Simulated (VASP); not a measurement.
A run of VASP 6.6.1 is set up as follows.

INCAR

```
SYSTEM = Ru
  ALGO = Normal
  EDIFF = 1E-6
  ENCUT = 500
  GGA = PE
  GGA_COMPAT = .FALSE.
  ISIF = 2
  ISMEAR = 1
  LASPH = .TRUE.
  LCHARG = .FALSE.
  LREAL = .FALSE.
  LWAVE = .FALSE.
  NBANDS = 13
  NELM = 120
  PREC = Accurate
  SIGMA = 0.025
```

The input KPOINTS:

```
k-points
0
G
  10 10 10
  0 0 0
```

Contents of POSCAR:

```
Ru
1.0
    0.0000000000      1.9150000000      1.9150000000
    1.9150000000      0.0000000000      1.9150000000
    1.9150000000      1.9150000000      0.0000000000
Ru
1
Direct
    0.0000000000      0.0000000000      0.0000000000
```

Potentials or basis: VASP PAW PBE potentials, release 64 (Ru_pv).

Launch:

```sh
$ cat potpaw_PBE.64/Ru_pv/POTCAR > POTCAR
$ mpirun -np 1 vasp_std > vasp.out
```

Task: Predict the pressure.

Result: -4.0 GPa.

Task: Predict the band gap on the k mesh.

Result: Zero (bands 7 and 8 overlap by 3.42 eV).

Caveat: the cell stands under tension; an empty level that is flat over the whole mesh can mark a ghost state of the potentials, or a narrow d or f band.
